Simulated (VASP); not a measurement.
Here is a VASP 6.6.1 calculation.

The input INCAR:

```
SYSTEM = Re
PREC     = Accurate       ! precision mode
ENCUT    = 600            ! plane-wave cutoff, eV
EDIFF    = 1E-7           ! SCF threshold, eV
ISMEAR   = -1             ! smearing method
SIGMA    = 0.1            ! smearing width, eV
LREAL    = .FALSE.        ! projectors in reciprocal space
LASPH    = .TRUE.         ! aspherical terms in the spheres
NELM     = 100            ! most SCF steps
ALGO     = Normal         ! electronic algorithm
ISIF     = 3              ! what is computed and relaxed
LWAVE    = .FALSE.        ! write WAVECAR
LCHARG   = .FALSE.        ! write CHGCAR
GGA      = RP             ! functional
IBRION   = 2              ! ionic algorithm
NSW      = 80             ! ionic steps
EDIFFG   = -0.01          ! ionic threshold
```

The input KPOINTS:

```
regular mesh
0
G
  10 10 10
  0 0 0
```

File POSCAR:

```
Re
1.0
    0.0000000000      2.7082441576      2.7082441576
    2.7082441576      0.0000000000      2.7082441576
    2.7082441576      2.7082441576      0.0000000000
Re
2
Direct
    0.1250000000      0.1250000000      0.1250000000
    0.8750000000      0.8750000000      0.8750000000
```

Potentials or basis: VASP PAW PBE potentials, release 64 (Re).

The run is started by

```sh
$ cat potpaw_PBE.64/Re/POTCAR > POTCAR
$ mpirun -np 1 vasp_std > vasp.out
```

Q: Estimate the band gap on the k mesh.

A: Zero (bands 7 and 8 overlap by 1.18 eV).

Q: Predict the relaxed volume.

A: 22.67 Å³/atom.

Q: Estimate the space group after relaxing (to 0.1 Å).

A: Fd-3m (No. 227).

Q: Estimate the relaxed cell.

A: a = 4.002 Å, b = 4.002 Å, c = 4.002 Å, α = 60.00°, β = 60.00°, γ = 60.00°.

Final structure:
```
Re
1.0
     0.00000    2.83006    2.83006
     2.83006    0.00000    2.83006
     2.83006    2.83006    0.00000
Re
2
Direct
  0.12500 0.12500 0.12500
  0.87500 0.87500 0.87500
```

Caveat: the PAW data sets were made with another functional, which shifts forces and pressure a little; spin-orbit coupling is left out, which moves the levels of the heavy elements.
